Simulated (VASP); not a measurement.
Runs of VASP 6.6.1 on Mo. The structure is that of space group Im-3m (No. 229), or close to it. The cells are those of the table. 

| cell | further INCAR settings | gap on the mesh (eV) | pressure (GPa) |
| --- | --- | --- | --- |
| a = 3.129, b = 3.129, c = 3.287 Å, 2 atoms | ALGO = Fast; EDIFF = 1e-06; NBANDS = 21 | none | -3.9 |
| a = 3.178, b = 3.178, c = 3.097 Å, 2 atoms | ALGO = Fast; EDIFF = 1e-06; NBANDS = 21 | none | (b) |
| a = 3.145, b = 3.145, c = 3.224 Å, 2 atoms | ALGO = Fast; EDIFF = 1e-07; NBANDS = 21 | none | -1.9 |
| a = 3.196, b = 3.196, c = 3.034 Å, 2 atoms | ALGO = Fast; EDIFF = 1e-06; NBANDS = 21 | none | 6.0 |
| a = 3.145, b = 3.145, c = 3.224 Å, 2 atoms | ALGO = Fast; EDIFF = 1e-06; NBANDS = 21 | none | (a) |
| a = 3.176, b = 3.176, c = 3.097 Å, 2 atoms | ALGO = Fast; EDIFF = 1e-06; NBANDS = 21 | none | 3.4 |
| a = 3.130, b = 3.130, c = 3.287 Å, 2 atoms | ALGO = Fast; EDIFF = 1e-06; NBANDS = 21 | none | -4.0 |
| a = 3.192, b = 3.192, c = 3.034 Å, 2 atoms | ALGO = Fast; EDIFF = 1e-07; NBANDS = 21 | none | 6.7 |

Alike in all rows: task single point; level PBE; potentials or basis VASP PAW PBE potentials, release 64 (Mo_sv); no spin polarisation; k mesh 16 × 16 × 16; cutoff (eV) 520; smearing gaussian 0.1 eV.

Problem. Estimate the missing entries.

Solution. (a) -2.0; (b) 3.2.

Caveats: the cell stands under pressure (at least some runs); the cell stands under tension (at least some runs).

A k mesh can miss the band edges, and the runs leave out spin-orbit coupling on Mo.

A gap of «none» marks levels without a gap at the run's occupations.
